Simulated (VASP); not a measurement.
A run of VASP 6.6.1 is set up as follows.

INCAR

```
ALGO = Normal
EDIFF = 1E-6
ENCUT = 600
GGA = PE
GGA_COMPAT = False
ISIF = 2
ISMEAR = 0
LASPH = True
LCHARG = True
LELF = True
LREAL = False
LVHAR = True
LWAVE = False
NBANDS = 26
NELM = 120
PREC = Accurate
SIGMA = 0.01
```

File KPOINTS:

```
k-points
0
Gamma
  1 1 1
```

The input POSCAR:

```
SiC
1.0
    0.0000000000      4.3539940000      4.3539940000
    4.3539940000      0.0000000000      4.3539940000
    2.1769970000      2.1769970000      0.0000000000
Si C
4 4
Direct
    0.1401890000      0.1206940000      0.2551300000
    0.1223060000      0.6201180000      0.2360380000
    0.6191100000      0.1277410000      0.2428870000
    0.6201710000      0.6267440000      0.2529870000
    0.0009520000      0.0054250000     -0.0182170000
   -0.0054820000      0.4966710000     -0.0037260000
    0.4792270000      0.0077350000     -0.0050910000
    0.5003430000      0.4944490000      0.0024890000
```

Potentials or basis: VASP PAW PBE potentials, release 64 (Si, C).

Launch:

```bash
$ cat potpaw_PBE.64/Si/POTCAR potpaw_PBE.64/C/POTCAR > POTCAR
$ mpirun -np 1 vasp_gam > vasp.out
```

(1) Estimate the pressure.

(2) What does it give for the largest force?

Results:

(1) 18.8 GPa.

(2) 4.917 eV/Å.

Caveat: the k points lie up to 2.04 Å⁻¹ apart; forces of over 1 eV/Å act on the atoms, so gaps and moduli don't describe the material at rest.
